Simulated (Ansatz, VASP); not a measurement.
## Two plane-wave programs on C

Contents of POSCAR:

```
C
1.0
    0.0000000000      1.7560887551      1.7560887551
    1.7560887551      0.0000000000      1.7560887551
    1.7560887551      1.7560887551      0.0000000000
C
2
Direct
    0.5000000000      0.5000000000      0.5000000000
    0.7500000000      0.7500000000      0.7500000000
```

INCAR.step1

```
PREC = Accurate
ENCUT = 520
ISMEAR = -1
SIGMA = 0.05
LREAL = False
LASPH = True
NELM = 80
NBANDS = 11
GGA = PE
ALGO = Normal
EDIFF = 1E-4
LWAVE = True
LCHARG = False
```

The input INCAR.step2:

```
PREC = Accurate
ENCUT = 520
EDIFF = 1E-7
ISMEAR = -1
SIGMA = 0.05
LREAL = False
LASPH = True
NELM = 80
ALGO = Normal
ISIF = 2
LWAVE = False
LCHARG = False
METAGGA = R2SCAN
LMIXTAU = True
NBANDS = 11
ISTART = 1
```

File KPOINTS:

```
Automatic mesh
0
Gamma
  13 13 13
```

Input for Ansatz:

```yaml
crystal:
  lattice:
    - [0.0, 1.7560887551, 1.7560887551]
    - [1.7560887551, 0.0, 1.7560887551]
    - [1.7560887551, 1.7560887551, 0.0]
  atoms:
    - { symbol: C, position: [0.5, 0.5, 0.5] }
    - { symbol: C, position: [0.75, 0.75, 0.75] }
hamiltonian:
  xc: r2scan
  pseudopotentials:
    kind: paw
    azcp:
      C: "pseudopotentials/C.paw.azcp"
basis:
  ecutwfc: 500
  fft_grid_basis: typed
kpoints:
  mp_grid: { grid: [13, 13, 13], shift: [0, 0, 0] }
magnetization:
  spin_polarized: false
scf:
  occupations: { method: fermi_dirac, width: 0.05 }
  lower_state_search: "off"
output:
  stress: true
```

Alike in both runs: task single point; functional r2SCAN; k mesh 13 × 13 × 13; occupations fermi-dirac, width 0.05 eV; no spin polarisation.

|  | VASP | Ansatz |
| --- | --- | --- |
| version | VASP 6.6.1 | Ansatz 0.2.0 |
| potentials or method | VASP PAW PBE potentials, release 64 (C), cutoff 520 eV | plane waves (500 eV) with PAW, scalar-relativistic |
| valence electrons in the cell | 8 | 8 |

```tsv
	VASP	Ansatz	Ansatz less VASP
pressure (GPa)	21.1	19.8	-1.30
```

VASP's potentials were made for PBE, not for r2SCAN.
